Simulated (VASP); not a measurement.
A run of VASP 6.6.1 is set up as follows.

INCAR

```
SYSTEM = GaP
  ALGO = Normal
  EDIFF = 1E-6
  ENCUT = 520
  GGA = PE
  ISIF = 2
  ISMEAR = 0
  LASPH = .True.
  LCHARG = .False.
  LREAL = .False.
  LWAVE = .False.
  NBANDS = 26
  NELM = 100
  PREC = Accurate
  SIGMA = 0.02
```

Contents of KPOINTS:

```
k-points
0
Gamma
  8 8 6
  0 0 0
```

File POSCAR:

```
GaP
1.0
    2.6286933590      2.6286933590      0.0000000000
   -2.6286933590      2.6286933590      0.0000000000
    0.0000000000      0.0000000000      5.7105324846
Ga P
2 2
Direct
    0.0000000000      0.0000000000      0.0000000000
    0.5000000000      0.5000000000      0.5000000000
    0.5000000000      0.0000000000      0.7500000000
    0.0000000000      0.5000000000      0.2500000000
```

Potentials or basis: VASP PAW PBE potentials, release 64 (Ga_d, P).

Run with:

```bash
$ cat potpaw_PBE.64/Ga_d/POTCAR potpaw_PBE.64/P/POTCAR > POTCAR
$ mpirun -np 1 vasp_std > vasp.out
```

Q: What does it give for the band gap on the k mesh?

A: 1.19 eV.

Q: Estimate the pressure.

A: 4.7 GPa.

Stress tensor (GPa, compression positive):
```
 7.06  0.00  0.00
 0.00  7.06  0.00
 0.00  0.00 -0.04
```

Caveat: the cell differs from its parent crystal (biaxial strain in the a-b plane: -4.5 %, then relaxed in part); the stress differs along the axes, from -0 to 7 GPa. A k mesh can miss the band edges.
